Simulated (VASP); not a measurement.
# TaNb2O5 (Cm) in VASP: single point with PBE

Aim: the single point of TaNb2O5 with PBE.

All numbers are computed with VASP 6.6.1; they aren't measurements. Logs are shortened: lines on timing, memory, paths and dates and some standing lists are left out, and cuts for length are marked.

## 1. The cell of the first run

It takes space group Cm (No. 8, monoclinic). The conventional cell has a = 9.463 Å, b = 4.148 Å, c = 6.480 Å, α = 90.00°, β = 131.53°, γ = 90.00°. Ta (site symmetry m) has 6 O at 1.98 to 2.21 Å within 2.6 Å. Nb (site symmetry m) has 6 O at 2.00 to 2.27 Å within 2.7 Å. Within 2.8 Å of Nb (site symmetry m) lie 6 O at 2.10 to 2.30 Å and 1 Ta at 2.72 Å. Within 2.8 Å of O (site symmetry m) lie 2 Ta at 2.09 Å and 2 Nb at 2.27 to 2.30 Å. Within 2.8 Å of O (site symmetry m) lie 3 Nb at 2.08 to 2.25 Å and 1 Ta at 2.13 Å and 2 O at 2.79 Å. O (site symmetry m) has 3 Nb at 2.10 to 2.19 Å and 1 Ta at 2.21 Å and 2 O at 2.75 to 2.79 Å within 2.8 Å. O (site symmetry m) has 2 Nb at 2.05 to 2.16 Å and 1 Ta at 2.05 Å within 2.7 Å. Within 2.6 Å of O (site symmetry m) lie 1 Ta at 1.98 Å and 2 Nb at 2.00 to 2.10 Å.

## 2. Single point, PBE

Input file INCAR:

```
ALGO     = Normal         # electronic algorithm
EDIFF    = 1E-6           # SCF threshold, eV
ENCUT    = 520            # plane-wave cutoff, eV
GGA      = PE             # functional
ISIF     = 2              # what is computed and relaxed
ISMEAR   = 0              # smearing method
LASPH    = T              # aspherical terms in the spheres
LCHARG   = F              # write CHGCAR
LREAL    = F              # projectors in reciprocal space
LWAVE    = F              # write WAVECAR
NBANDS   = 44             # bands
NELM     = 100            # most SCF steps
PREC     = Accurate       # precision mode
SIGMA    = 0.1            # smearing width, eV
```

Input file KPOINTS:

```
k-points
0
Gamma
  8 8 6
```

Input file POSCAR:

```
TaNb2O5
1.0
    4.7316231951     -2.0738951004      0.0075118662
    4.7316231951      2.0738951004      0.0075118662
   -4.3043921992      0.0000000000      4.8437711552
Ta Nb O
1 2 5
Direct
    0.0207041347      0.0207041347      0.0394003442
    0.7976839599      0.7976839599      0.3873160058
    0.1838653276      0.1838653276      0.5780735271
    0.4910856211      0.4910856211      0.9888660709
    0.3155596385      0.3155596385      0.3901096462
    0.7250635886      0.7250635886      0.6457784717
    0.0643505131      0.0643505131      0.7682971497
    0.9030173624      0.9030173624      0.2021587845
```

Potentials or basis: VASP PAW PBE potentials, release 64 (Ta_pv, Nb_sv, O).

The run is started by

```sh
> cat potpaw_PBE.64/Ta_pv/POTCAR potpaw_PBE.64/Nb_sv/POTCAR potpaw_PBE.64/O/POTCAR > POTCAR
> mpirun -np 1 vasp_std > vasp.out
```

OUTCAR:

```text
EDIFF = 1E-6
   ENCUT = 520
   GGA = PE
   ISIF = 2
   ISMEAR = 0
   LASPH = T
   LREAL = F
   NELM = 100
   PREC = Accurate

 ion  position               nearest neighbor table
   1  0.021  0.021  0.039-   8 1.98   7 2.05   4 2.09   4 2.09   5 2.13   6 2.21   3 2.72   2 2.90
                             2 2.90   2 3.24   3 3.28   3 3.28
   2  0.798  0.798  0.387-   8 2.00   7 2.05   5 2.08   5 2.08   6 2.19   4 2.27   1 2.90   1 2.90
                             3 2.96   3 2.96   3 2.98   1 3.24
   3  0.184  0.184  0.578-   8 2.10   6 2.10   6 2.10   7 2.16   5 2.25   4 2.30   1 2.72   2 2.96
                             2 2.96   2 2.98   1 3.28   1 3.28
   4  0.491  0.491  0.989-   1 2.09   1 2.09   2 2.27   3 2.30
   5  0.316  0.316  0.390-   2 2.08   2 2.08   1 2.13   3 2.25
   6  0.725  0.725  0.646-   3 2.10   3 2.10   2 2.19   1 2.21
   7  0.064  0.064  0.768-   2 2.05   1 2.05   3 2.16
   8  0.903  0.903  0.202-   1 1.98   2 2.00   3 2.10

  LATTYP: Found a base centered monoclinic cell.
 ALAT       =     9.4632583159
 B/A-ratio  =     0.4383046581
 C/A-ratio  =     0.6847495934
 COS(beta)  =    -0.6630743645

  Lattice vectors:

 A1 = (   4.7316231951,  -2.0738951004,   0.0075118662)
 A2 = (   4.7316231951,   2.0738951004,   0.0075118662)
 A3 = (  -4.3043921992,   0.0000000000,   4.8437711552)

Analysis of symmetry for initial positions (statically):
=====================================================================
 Subroutine PRICEL returns:
 Original cell was already a primitive cell.

 Routine SETGRP: Setting up the symmetry group for a
 base centered monoclinic supercell.

 Subroutine GETGRP returns: Found  2 space group operations
 (whereof  2 operations were pure point group operations)
 out of a pool of  4 trial point group operations.

The static configuration has the point symmetry C_1h.

Analysis of symmetry for dynamics (positions and initial velocities):
=====================================================================
 Subroutine PRICEL returns:
 Original cell was already a primitive cell.

 Routine SETGRP: Setting up the symmetry group for a
 base centered monoclinic supercell.

 Subroutine GETGRP returns: Found  2 space group operations
 (whereof  2 operations were pure point group operations)
 out of a pool of  4 trial point group operations.

The dynamic configuration has the point symmetry C_1h.

 Subroutine INISYM returns: Found  2 space group operations
 (whereof  2 operations are pure point group operations),
 and found     1 'primitive' translations

----------------------------------------------------------------------------------------

                                     Primitive cell

  volume of cell :      95.1969

  direct lattice vectors                    reciprocal lattice vectors
     4.731623195 -2.073895100  0.007511866     0.105523110 -0.241092233  0.093772566
     4.731623195  2.073895100  0.007511866     0.105523110  0.241092233  0.093772566
    -4.304392199  0.000000000  4.843771155    -0.000327297  0.000000000  0.206159861

  length of vectors
     5.166174153  5.166174153  6.479962284     0.279381255  0.279381255  0.206160120

  position of ions in fractional coordinates (direct lattice)
     0.020704135  0.020704135  0.039400344
     0.797683960  0.797683960  0.387316006
     0.183865328  0.183865328  0.578073527
     0.491085621  0.491085621  0.988866071
     0.315559638  0.315559638  0.390109646
     0.725063589  0.725063589  0.645778472
     0.064350513  0.064350513  0.768297150
     0.903017362  0.903017362  0.202158784

  ion indices of the primitive-cell ions
   primitive index   ion index
                 1           1
                 2           2
                 3           3
                 4           4
                 5           5
                 6           6
                 7           7
                 8           8

----------------------------------------------------------------------------------------

 KPOINTS: k-points

Automatic generation of k-mesh.
 Grid dimensions read from file:
 generate k-points for:    8    8    6

 Generating k-lattice:

  Cartesian coordinates                     Fractional coordinates (reciprocal lattice)
     0.013190389 -0.030136529  0.011721571     0.125000000  0.000000000  0.000000000
     0.013190389  0.030136529  0.011721571     0.000000000  0.125000000  0.000000000
    -0.000054549  0.000000000  0.034359977     0.000000000  0.000000000  0.166666667

  Length of vectors
     0.034922657  0.034922657  0.034360020

  Shift w.r.t. Gamma in fractional coordinates (k-lattice)
     0.000000000  0.000000000  0.000000000

 Subroutine IBZKPT returns following result:
 ===========================================

 Found    114 irreducible k-points:

 Following reciprocal coordinates:
            Coordinates               Weight
  0.000000  0.000000  0.000000      1.000000
  0.125000  0.000000 -0.000000      4.000000
  0.250000  0.000000 -0.000000      4.000000
  0.375000 -0.000000 -0.000000      4.000000
  0.500000  0.000000 -0.000000      2.000000
  0.125000  0.125000 -0.000000      2.000000
[... 16 lines left out ...]
  0.125000  0.000000  0.166667      4.000000
  0.250000  0.000000  0.166667      4.000000
 [... further k-points ...]
   k-points           NKPTS =    114   k-points in BZ     NKDIM =    114   number of bands    NBANDS=     44
   number of dos      NEDOS =    301   number of ions     NIONS =      8
   total plane-waves  NPLWV =  76800
   dimension x,y,z NGX =    40 NGY =   40 NGZ =   48
   dimension x,y,z NGXF=    80 NGYF=   80 NGZF=   96
   ions per type =               1   2   5
   NGX,Y,Z   is equivalent  to a cutoff of  12.87, 12.87, 12.31 a.u.
   NGXF,Y,Z  is equivalent  to a cutoff of  25.74, 25.74, 24.63 a.u.
 SYSTEM =  unknown system
   PREC   = accura    normal or accurate (medium, high low for compatibility)
   ISTART =      0    job   : 0-new  1-cont  2-samecut
   ICHARG =      2    charge: 1-file 2-atom 10-const
   ISPIN  =      1    spin polarized calculation?
   LNONCOLLINEAR =      F non collinear calculations
   LSORBIT =      F    spin-orbit coupling
   LASPH  =      T    aspherical Exc in radial PAW
   ENCUT  =  520.0 eV  38.22 Ry    6.18 a.u.   9.61  9.61 12.05*2*pi/ulx,y,z
   NELM   =    100;   NELMIN=  2; NELMDL= -5     # of ELM steps
   EDIFF  = 0.1E-05   stopping-criterion for ELM
   LREAL  =      F    real-space projection
   EDIFFG = 0.1E-04   stopping-criterion for IOM
   NSW    =      0    number of steps for IOM
   IBRION =     -1    ionic relax: 0-MD 1-quasi-New 2-CG
   NFREE  =      0    steps in history (QN), initial steepest desc. (CG)
   ISIF   =      2    stress and relaxation
   ISYM   =      2    0-nonsym 1-usesym 2-fastsym
   POTIM  = 0.5000    time-step for ionic-motion
   TEBEG  =    0.0;   TEEND  =   0.0 temperature during run
   PSTRESS=    0.0 pullay stress
   NELECT =      67.0000    total number of electrons
   NUPDOWN=      -1.0000    fix difference up-down
   EMIN   =  10.00;   EMAX   =-10.00  energy-range for DOS
   EFERMI =   0.00;   METHOD = LEGACY
   ISMEAR =     0;   SIGMA  =   0.10  broadening in eV -4-tet -1-fermi 0-gaus
   EFERMI_NEDOS =   21; number of points for ismear=-14 and -15
   IALGO  =     38    algorithm
   IMIX   =      4    mixing-type and parameters
     AMIX     =   0.40;   BMIX     =  1.00
     AMIX_MAG =   1.60;   BMIX_MAG =  1.00
  volume/ion in A,a.u.               =      11.90        80.30
  Fermi-wavevector in a.u.,A,eV,Ry     =   1.456215  2.751847 28.851998  2.120562
  Thomas-Fermi vector in A             =   2.573159
   LORBIT       =      0    0 simple, 1 ext, 2 COOP (PROOUT), +10 PAW based schemes
   GGA     = PE    functional components
   LHFCALC =     F    Hartree Fock is set to
   AEXX    =    0.0000 exact exchange contribution
   IVDW    =     0    specifies the selected vdW correction
   LEPSILON=     F    determine dielectric tensor
   LRPA    =     F    only Hartree local field effects (RPA)
 non-spin polarized calculation
 Gauss-broadening in eV      SIGMA  =   0.10
  energy-cutoff  :      520.00
  volume of cell :       95.20
 maximum number of plane-waves:      2583
 NGX is ok and might be reduce to    40
   NGX = 19   NGY = 19   NGZ = 25

 number of electron      66.9999999 magnetization

 Free energy of the ion-electron system (eV)
  ---------------------------------------------------
  ext. energy  EPLUGINS =         0.00000000
  ---------------------------------------------------
  free energy    TOTEN  =       -75.90991415 eV

  energy without entropy =      -75.90833230  energy(sigma->0) =      -75.90912322

 E-fermi :   7.9198     XC(G=0): -11.5729

 val. band max:        7.8813805124   @ k =  -0.1250   0.1250   0.0000
 cond. band min:       7.9711094561   @ k =  -0.2500   0.2500   0.5000
 fundamental gap:      0.0897289437
 Fermi energy:         7.9197918330

 k-point     1 :       0.0000    0.0000    0.0000
  band No.  band energies     occupation
      1     -48.4952      2.00000
      2     -48.3743      2.00000
      3     -28.1610      2.00000
      4     -28.1514      2.00000
      5     -28.0190      2.00000
      6     -24.9786      2.00000
[... 36 lines left out ...]
     43      11.3003      0.00000
     44      11.6270      0.00000

 k-point     2 :       0.1250    0.0000   -0.0000
  band No.  band energies     occupation
      1     -48.4912      2.00000
      2     -48.3778      2.00000
      3     -28.1641      2.00000
      4     -28.1591      2.00000
      5     -28.0201      2.00000
      6     -24.9884      2.00000
[... 36 lines left out ...]
     43      11.4822      0.00000
     44      12.0100      0.00000

 k-point     3 :       0.2500    0.0000   -0.0000
  band No.  band energies     occupation
      1     -48.4805      2.00000
      2     -48.3875      2.00000
      3     -28.1902      2.00000
      4     -28.1585      2.00000
      5     -28.0228      2.00000
      6     -25.0196      2.00000
[... 976 lines left out ...]
     43      11.4932      0.00000
     44      11.9278      0.00000

 k-point    24 :       0.2500    0.0000    0.1667
  band No.  band energies     occupation
      1     -48.4805      2.00000
      2     -48.3876      2.00000
      3     -28.1914      2.00000
      4     -28.1555      2.00000
      5     -28.0195      2.00000
      6     -25.0168      2.00000
[... 36 lines left out ...]
     43      12.2970      0.00000
     44      12.6617      0.00000

 [... further k-points ...]

------------------------ aborting loop because EDIFF is reached ----------------------------------------

  FORCE on cell =-STRESS in cart. coord.  units (eV):
  Direction    XX          YY          ZZ          XY          YZ          ZX
  --------------------------------------------------------------------------------------
  -------------------------------------------------------------------------------------
  Total        0.0867727     -0.0665811      0.0693217      0.0000000      0.0000000     -0.0266162
  in kB        1.4603968     -1.1205699      1.1666948      0.0000000      0.0000000     -0.4479544
  external PRESSURE =       0.5021739 kB  Pullay stress =       0.0000000 kB

 VOLUME and BASIS-vectors are now :
 -----------------------------------------------------------------------------
  energy-cutoff  :      520.00
  volume of cell :       95.20
      direct lattice vectors                 reciprocal lattice vectors
     4.731623195 -2.073895100  0.007511866     0.105523110 -0.241092233  0.093772566
     4.731623195  2.073895100  0.007511866     0.105523110  0.241092233  0.093772566
    -4.304392199  0.000000000  4.843771155    -0.000327297  0.000000000  0.206159861

 POSITION                                       TOTAL-FORCE (eV/Angst)
 -----------------------------------------------------------------------------------
      0.02633      0.00000      0.19116         0.011803      0.000000     -0.005247
      5.88152      0.00000      1.88805         0.045653      0.000000     -0.010935
     -0.74829      0.00000      2.80282        -0.020969      0.000000      0.031047
      0.39080      0.00000      4.79722        -0.004800      0.000000     -0.010401
      1.30703      0.00000      1.89434         0.019574      0.000000      0.032181
      4.08177      0.00000      3.13890        -0.006339      0.000000     -0.039455
     -2.69809      0.00000      3.72242         0.039674      0.000000     -0.045475
      7.67531      0.00000      0.99278        -0.084596      0.000000      0.048284
 -----------------------------------------------------------------------------------
    total drift:                               -0.000095     -0.000000      0.000128

  FREE ENERGIE OF THE ION-ELECTRON SYSTEM (eV)
  ---------------------------------------------------
  free  energy   TOTEN  =       -75.9099141466 eV

  energy  without entropy=      -75.9083322960  energy(sigma->0) =      -75.90912322
```

Wall time 5.1 min (1 thread of Intel Xeon 6975P-C (Granite Rapids), shared host); peak memory 0.54 GiB.

What came out:

| Item | Value |
| --- | --- |
| Free energy | -75.9099 eV |
| Pressure | 0.1 GPa |
| Largest force | 0.097 eV/Å |

Forces in eV/Å, atoms in the order of the input:
```
Ta   0.012  0.000 -0.005
Nb   0.046  0.000 -0.011
Nb  -0.021  0.000  0.031
O   -0.005  0.000 -0.010
O    0.020  0.000  0.032
O   -0.006  0.000 -0.039
O    0.040  0.000 -0.045
O   -0.085  0.000  0.048
```

Stress tensor (GPa, compression positive):
```
 0.15  0.00 -0.04
 0.00 -0.11  0.00
-0.04  0.00  0.12
```

Caveat: spin-orbit coupling is left out, which moves the levels of the heavy elements; an odd number of electrons without spin polarisation forces a metal; a magnetic or distorted state may lie lower.
